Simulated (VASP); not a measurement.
# Ga3As2N (P-3m1) in VASP: a series of runs

The runs below take Ga3As2N through single point, relaxation of cell and atoms, with PBE.

Everything below comes from runs of VASP 6.6.1. Logs are shortened: lines on timing, memory, paths and dates and some standing lists are left out, and cuts for length are marked.

### 1 The cell of the first run

It takes space group P-3m1 (No. 164, trigonal). Conventional cell: a = 3.437 Å, b = 3.437 Å, c = 9.490 Å, α = 90.00°, β = 90.00°, γ = 120.00°. Ga (site symmetry 3m) has 3 N at 2.30 Å and 3 As at 2.74 Å and 3 Ga at 3.06 Å within 3.1 Å. Within 3.5 Å of Ga (site symmetry -3m) lie 6 As at 2.61 Å and 6 Ga at 3.44 Å. Within 3.7 Å of As (site symmetry 3m) lie 6 Ga at 2.61 to 2.74 Å and 6 As at 3.44 Å and 3 N at 3.64 Å. N (site symmetry -3m) has 6 Ga at 2.30 Å within 3.0 Å.

### 2 Single point, PBE

INCAR

```
PREC = Accurate
ENCUT = 520
EDIFF = 1E-7
ISMEAR = 0
SIGMA = 0.1
LREAL = F
LASPH = T
NELM = 80
ALGO = Normal
ISIF = 2
LWAVE = F
LCHARG = F
GGA = PE
NBANDS = 36
```

KPOINTS

```
Automatic mesh
0
Gamma
  12 12 4
```

POSCAR

```
Ga3As2N
1.0
    3.4373677188      0.0000000000      0.0000000000
   -1.7186838594      2.9768477666      0.0000000000
    0.0000000000      0.0000000000      9.4897170173
Ga As N
3 2 1
Direct
    0.3333333333      0.6666666667      0.6227688150
    0.6666666667      0.3333333333      0.3772311850
    0.0000000000      0.0000000000      0.0000000000
    0.6666666667      0.3333333333      0.8211163978
    0.3333333333      0.6666666667      0.1788836022
    0.0000000000      0.0000000000      0.5000000000
```

Potentials or basis: VASP PAW PBE potentials, release 64 (Ga_d, As, N).

Started as:

```sh
cat potpaw_PBE.64/Ga_d/POTCAR potpaw_PBE.64/As/POTCAR potpaw_PBE.64/N/POTCAR > POTCAR
mpirun -np 1 vasp_std > vasp.out
```

OUTCAR:

```text
PREC = Accurate
   ENCUT = 520
   EDIFF = 1E-7
   ISMEAR = 0
   LREAL = F
   LASPH = T
   NELM = 80
   ISIF = 2
   GGA = PE

 ion  position               nearest neighbor table
   1  0.333  0.667  0.623-   6 2.30   6 2.30   6 2.30   4 2.74   4 2.74   4 2.74
   2  0.667  0.333  0.377-   6 2.30   6 2.30   6 2.30   5 2.74   5 2.74   5 2.74
   3  0.000  0.000  0.000-   4 2.61   5 2.61   5 2.61   4 2.61   4 2.61   5 2.61
   4  0.667  0.333  0.821-   3 2.61   3 2.61   3 2.61   1 2.74   1 2.74   1 2.74
   5  0.333  0.667  0.179-   3 2.61   3 2.61   3 2.61   2 2.74   2 2.74   2 2.74
   6  0.000  0.000  0.500-   1 2.30   2 2.30   1 2.30   2 2.30   2 2.30   1 2.30

  LATTYP: Found a hexagonal cell.
 ALAT       =     3.4373677188
 C/A-ratio  =     2.7607511892

  Lattice vectors:

 A1 = (   3.4373677188,   0.0000000000,   0.0000000000)
 A2 = (  -1.7186838594,   2.9768477666,   0.0000000000)
 A3 = (   0.0000000000,   0.0000000000,   9.4897170173)

Analysis of symmetry for initial positions (statically):
=====================================================================
 Subroutine PRICEL returns:
 Original cell was already a primitive cell.

 Routine SETGRP: Setting up the symmetry group for a
 hexagonal supercell.

 Subroutine GETGRP returns: Found 12 space group operations
 (whereof 12 operations were pure point group operations)
 out of a pool of 24 trial point group operations.

The static configuration has the point symmetry D_3d.

Analysis of symmetry for dynamics (positions and initial velocities):
=====================================================================
 Subroutine PRICEL returns:
 Original cell was already a primitive cell.

 Routine SETGRP: Setting up the symmetry group for a
 hexagonal supercell.

 Subroutine GETGRP returns: Found 12 space group operations
 (whereof 12 operations were pure point group operations)
 out of a pool of 24 trial point group operations.

The dynamic configuration has the point symmetry D_3d.

 Subroutine INISYM returns: Found 12 space group operations
 (whereof 12 operations are pure point group operations),
 and found     1 'primitive' translations

----------------------------------------------------------------------------------------

                                     Primitive cell

  volume of cell :      97.1037

  direct lattice vectors                    reciprocal lattice vectors
     3.437367719  0.000000000  0.000000000     0.290920286  0.167962905  0.000000000
    -1.718683859  2.976847767  0.000000000     0.000000000  0.335925811  0.000000000
     0.000000000  0.000000000  9.489717017     0.000000000  0.000000000  0.105377220

  length of vectors
     3.437367719  3.437367719  9.489717017     0.335925811  0.335925811  0.105377220

  position of ions in fractional coordinates (direct lattice)
     0.333333333  0.666666667  0.622768815
     0.666666667  0.333333333  0.377231185
     0.000000000  0.000000000  0.000000000
     0.666666667  0.333333333  0.821116398
     0.333333333  0.666666667  0.178883602
     0.000000000  0.000000000  0.500000000

  ion indices of the primitive-cell ions
   primitive index   ion index
                 1           1
                 2           2
                 3           3
                 4           4
                 5           5
                 6           6

----------------------------------------------------------------------------------------

 KPOINTS: Automatic mesh

Automatic generation of k-mesh.
 Grid dimensions read from file:
 generate k-points for:   12   12    4

 Generating k-lattice:

  Cartesian coordinates                     Fractional coordinates (reciprocal lattice)
     0.024243357  0.013996909  0.000000000     0.083333333  0.000000000  0.000000000
     0.000000000  0.027993818  0.000000000     0.000000000  0.083333333  0.000000000
     0.000000000  0.000000000  0.026344305     0.000000000  0.000000000  0.250000000

  Length of vectors
     0.027993818  0.027993818  0.026344305

  Shift w.r.t. Gamma in fractional coordinates (k-lattice)
     0.000000000  0.000000000  0.000000000

 Subroutine IBZKPT returns following result:
 ===========================================

 Found     69 irreducible k-points:

 Following reciprocal coordinates:
            Coordinates               Weight
  0.000000  0.000000  0.000000      1.000000
  0.083333 -0.000000  0.000000      6.000000
  0.166667 -0.000000  0.000000      6.000000
  0.250000 -0.000000  0.000000      6.000000
  0.333333 -0.000000  0.000000      6.000000
  0.416667 -0.000000  0.000000      6.000000
[... 16 lines left out ...]
  0.166667 -0.000000  0.250000      6.000000
  0.000000  0.166667  0.250000      6.000000
 [... further k-points ...]
   k-points           NKPTS =     69   k-points in BZ     NKDIM =     69   number of bands    NBANDS=     36
   number of dos      NEDOS =    301   number of ions     NIONS =      6
   total plane-waves  NPLWV =  56448
   dimension x,y,z NGX =    28 NGY =   28 NGZ =   72
   dimension x,y,z NGXF=    56 NGYF=   56 NGZF=  144
   ions per type =               3   2   1
   NGX,Y,Z   is equivalent  to a cutoff of  13.54, 13.54, 12.61 a.u.
   NGXF,Y,Z  is equivalent  to a cutoff of  27.08, 27.08, 25.23 a.u.
 SYSTEM =  unknown system
   PREC   = accura    normal or accurate (medium, high low for compatibility)
   ISTART =      0    job   : 0-new  1-cont  2-samecut
   ICHARG =      2    charge: 1-file 2-atom 10-const
   ISPIN  =      1    spin polarized calculation?
   LNONCOLLINEAR =      F non collinear calculations
   LSORBIT =      F    spin-orbit coupling
   LASPH  =      T    aspherical Exc in radial PAW
   ENCUT  =  520.0 eV  38.22 Ry    6.18 a.u.   6.39  6.39 17.64*2*pi/ulx,y,z
   NELM   =     80;   NELMIN=  2; NELMDL= -5     # of ELM steps
   EDIFF  = 0.1E-06   stopping-criterion for ELM
   LREAL  =      F    real-space projection
   EDIFFG = 0.1E-05   stopping-criterion for IOM
   NSW    =      0    number of steps for IOM
   IBRION =     -1    ionic relax: 0-MD 1-quasi-New 2-CG
   NFREE  =      0    steps in history (QN), initial steepest desc. (CG)
   ISIF   =      2    stress and relaxation
   ISYM   =      2    0-nonsym 1-usesym 2-fastsym
   POTIM  = 0.5000    time-step for ionic-motion
   TEBEG  =    0.0;   TEEND  =   0.0 temperature during run
   PSTRESS=    0.0 pullay stress
   NELECT =      54.0000    total number of electrons
   NUPDOWN=      -1.0000    fix difference up-down
   EMIN   =  10.00;   EMAX   =-10.00  energy-range for DOS
   EFERMI =   0.00;   METHOD = LEGACY
   ISMEAR =     0;   SIGMA  =   0.10  broadening in eV -4-tet -1-fermi 0-gaus
   EFERMI_NEDOS =   21; number of points for ismear=-14 and -15
   IALGO  =     38    algorithm
   IMIX   =      4    mixing-type and parameters
     AMIX     =   0.40;   BMIX     =  1.00
     AMIX_MAG =   1.60;   BMIX_MAG =  1.00
  volume/ion in A,a.u.               =      16.18       109.21
  Fermi-wavevector in a.u.,A,eV,Ry     =   1.346255  2.544054 24.659248  1.812404
  Thomas-Fermi vector in A             =   2.474102
   LORBIT       =      0    0 simple, 1 ext, 2 COOP (PROOUT), +10 PAW based schemes
   GGA     = PE    functional components
   LHFCALC =     F    Hartree Fock is set to
   AEXX    =    0.0000 exact exchange contribution
   IVDW    =     0    specifies the selected vdW correction
   LEPSILON=     F    determine dielectric tensor
   LRPA    =     F    only Hartree local field effects (RPA)
 non-spin polarized calculation
 Gauss-broadening in eV      SIGMA  =   0.10
  energy-cutoff  :      520.00
  volume of cell :       97.10
 maximum number of plane-waves:      2646
 NGX is ok and might be reduce to    28
   NGX = 13   NGY = 13   NGZ = 35

 number of electron      53.9999995 magnetization

 Free energy of the ion-electron system (eV)
  ---------------------------------------------------
  ext. energy  EPLUGINS =         0.00000000
  ---------------------------------------------------
  free energy    TOTEN  =       -25.18239173 eV

  energy without entropy =      -25.17420682  energy(sigma->0) =      -25.17829928

 E-fermi :   6.2857     XC(G=0): -11.1602

 val. band max:        6.2423032263   @ k =   0.3333   0.3333   0.0000
 cond. band min:       6.2944322031   @ k =   0.2500   0.1667   0.5000
 fundamental gap:      0.0521289768
 Fermi energy:         6.2857120402

 k-point     1 :       0.0000    0.0000    0.0000
  band No.  band energies     occupation
      1      -9.3385      2.00000
      2      -8.9080      2.00000
      3      -8.9080      2.00000
      4      -8.9003      2.00000
      5      -8.8722      2.00000
      6      -8.8722      2.00000
[... 28 lines left out ...]
     35      11.8963      0.00000
     36      13.1978      0.00000

 k-point     2 :       0.0833   -0.0000    0.0000
  band No.  band energies     occupation
      1      -9.3407      2.00000
      2      -8.9048      2.00000
      3      -8.9006      2.00000
      4      -8.8743      2.00000
      5      -8.8700      2.00000
      6      -8.8621      2.00000
[... 28 lines left out ...]
     35      12.6704      0.00000
     36      13.5224      0.00000

 k-point     3 :       0.1667   -0.0000    0.0000
  band No.  band energies     occupation
      1      -9.3622      2.00000
      2      -8.9057      2.00000
      3      -8.9002      2.00000
      4      -8.8612      2.00000
      5      -8.8593      2.00000
      6      -8.8410      2.00000
[... 28 lines left out ...]
     35      12.9477      0.00000
     36      13.3959      0.00000
[... 742 lines left out ...]
 k-point    23 :       0.1667   -0.0000    0.2500
  band No.  band energies     occupation
      1      -9.3612      2.00000
      2      -8.9071      2.00000
      3      -8.9002      2.00000
      4      -8.8614      2.00000
      5      -8.8592      2.00000
      6      -8.8432      2.00000
[... 28 lines left out ...]
     35      12.8644      0.00000
     36      12.9885      0.00000

 k-point    24 :       0.0000    0.1667    0.2500
  band No.  band energies     occupation
      1      -9.3616      2.00000
      2      -8.9059      2.00000
      3      -8.9001      2.00000
      4      -8.8612      2.00000
      5      -8.8593      2.00000
      6      -8.8394      2.00000
[... 28 lines left out ...]
     35      12.7463      0.00000
     36      12.8178      0.00000

 [... further k-points ...]

------------------------ aborting loop because EDIFF is reached ----------------------------------------

  FORCE on cell =-STRESS in cart. coord.  units (eV):
  Direction    XX          YY          ZZ          XY          YZ          ZX
  --------------------------------------------------------------------------------------
  -------------------------------------------------------------------------------------
  Total        0.1781789      0.1781789      0.1596444      0.0000000     -0.0000000      0.0000000
  in kB        2.9398887      2.9398887      2.6340768      0.0000000     -0.0000000      0.0000000
  external PRESSURE =       2.8379514 kB  Pullay stress =       0.0000000 kB

 VOLUME and BASIS-vectors are now :
 -----------------------------------------------------------------------------
  energy-cutoff  :      520.00
  volume of cell :       97.10
      direct lattice vectors                 reciprocal lattice vectors
     3.437367719  0.000000000  0.000000000     0.290920286  0.167962905  0.000000000
    -1.718683859  2.976847767  0.000000000     0.000000000  0.335925811  0.000000000
     0.000000000  0.000000000  9.489717017     0.000000000  0.000000000  0.105377220

 POSITION                                       TOTAL-FORCE (eV/Angst)
 -----------------------------------------------------------------------------------
     -0.00000      1.98457      5.90990         0.000000      0.000000      0.017277
      1.71868      0.99228      3.57982         0.000000     -0.000000     -0.017277
      0.00000      0.00000      0.00000        -0.000000      0.000000      0.000000
      1.71868      0.99228      7.79216        -0.000000      0.000000     -0.011854
     -0.00000      1.98457      1.69755        -0.000000     -0.000000      0.011854
      0.00000      0.00000      4.74486        -0.000000      0.000000      0.000000
 -----------------------------------------------------------------------------------
    total drift:                               -0.000000      0.000000      0.000000

  FREE ENERGIE OF THE ION-ELECTRON SYSTEM (eV)
  ---------------------------------------------------
  free  energy   TOTEN  =       -25.1823917312 eV

  energy  without entropy=      -25.1742068212  energy(sigma->0) =      -25.17829928
```

Run time: 6.3 min. Hardware: 1 thread of Intel Xeon 8259CL, shared host; peak memory 0.37 GiB.

Results:

* Free energy: -25.1824 eV
* Pressure: 0.3 GPa
* Largest force: 0.017 eV/Å
* Band gap on the k mesh: zero (bands 27 and 28 overlap by 2.68 eV)

Forces on the atoms (eV/Å):
```
Ga   0.000  0.000  0.017
Ga   0.000  0.000 -0.017
Ga   0.000  0.000  0.000
As   0.000  0.000 -0.012
As   0.000  0.000  0.012
N    0.000  0.000  0.000
```

(Part 1 of 2 ends here.)

The gap in the log of VASP goes by the Fermi energy; the results here count the filled bands.